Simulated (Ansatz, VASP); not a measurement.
# YS in VASP and in Ansatz

```
Y S
1.0
    -0.05487    2.71621    2.71621
     2.71621   -0.05487    2.71621
     2.71621    2.71621   -0.05487
Y S
1 1
Direct
  0.50000 0.50000 0.50000
  0.00000 0.00000 0.00000
```

Change from the starting cell: equal xy, yz and zx shear strains of -2 %.

Alike in both runs: task single point; functional LDA; k mesh 8 × 8 × 8; occupations fermi-dirac, width 0.01 eV; no spin polarisation.

|  | VASP | Ansatz |
| --- | --- | --- |
| version | VASP 6.6.1 | Ansatz 0.2.0 |
| potentials or method | VASP PAW LDA potentials, release 64 (Y_sv, S), cutoff 520 eV | all-electron LAPW, scalar-relativistic |

```csv
,VASP,Ansatz,Ansatz less VASP
pressure (GPa),-3.7,-3.8,-0.04
"traceless stress, the component that is largest in VASP (GPa)",0.62,0.63,+0.002
```

LDA's correlation is that of Perdew and Zunger in VASP and of Perdew and Wang (1992) in Ansatz. Ansatz ran all-electron here, and VASP with PAW potentials.
